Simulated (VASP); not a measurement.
The system is EuO.

```
Eu O
1.0
     0.00000    2.57195    2.57195
     2.57195    0.00000    2.57195
     2.57195    2.57195    0.00000
Eu O
1 1
Direct
  0.00000 0.00000 0.00000
  0.50000 0.50000 0.50000
```

Base run:

* Program: VASP 6.6.1
* Functional: LDA
* Potentials or basis: VASP PAW PBE potentials, release 64 (Eu, O)
* Cutoff: 600 eV
* k mesh: 9 × 9 × 9
* Occupations: fermi-dirac, width 0.1 eV
* Spin: collinear spin, ferromagnetic start
* Starting moments: [7.0, 0.0] μB
* Hubbard terms: Eu f U = 4.0 eV

Its results: pressure -9.0 GPa; net moment 6.99 μB per cell; site moments Eu +6.70; O -0.08 μB.

Task: After a change of settings the same cell gave: pressure -11.1 GPa; net moment 6.95 μB per cell; site moments Eu +6.64; O -0.08 μB. Which change was it?
A. hubbard terms from Eu f U = 4.0 eV to none
B. hubbard terms from Eu f U = 4.0 eV to Eu f U = 6.0 eV
C. hubbard terms from Eu f U = 4.0 eV to Eu f U = 2.0 eV

Result: C.

Caveats: the PAW data sets were made with another functional, which shifts forces and pressure a little; a cell with one magnetic atom can't hold antiferromagnetic order, which such compounds often take.
